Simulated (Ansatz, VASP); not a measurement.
**Pd: VASP beside Ansatz**

```xyz
2
Lattice="-2.2772 2.2772 1.2222 2.2772 -2.2772 1.2222 2.2772 2.2772 -1.2222" Properties=species:S:1:pos:R:3 pbc="T T T"
Pd    0.0000   -1.1386   -0.3056
Pd    0.0000    1.1386    0.3056
```

Change from the starting cell: volume scaled by 0.75, LAPW.

Alike in both runs: task single point; functional PBE; k mesh 16 × 16 × 16; occupations fermi-dirac, width 0.05 eV; no spin polarisation.

|  | VASP | Ansatz |
| --- | --- | --- |
| version | VASP 6.6.1 | Ansatz 0.2.0 |
| potentials or method | VASP PAW PBE potentials, release 64 (Pd), cutoff 520 eV | all-electron LAPW, scalar-relativistic |

|  | VASP | Ansatz | Ansatz less VASP |
| --- | --- | --- | --- |
| pressure (GPa) | 83.4 | 84.9 | +1.50 |
| traceless stress, the component that is largest in VASP (GPa) | 0.60 | 0.07 | -0.527 |

Both programs put the cell under a high pressure, so it lies far from rest at this level. Ansatz ran all-electron here, and VASP with PAW potentials.

Noted on VASP's run: the cell as given lies far from equilibrium.
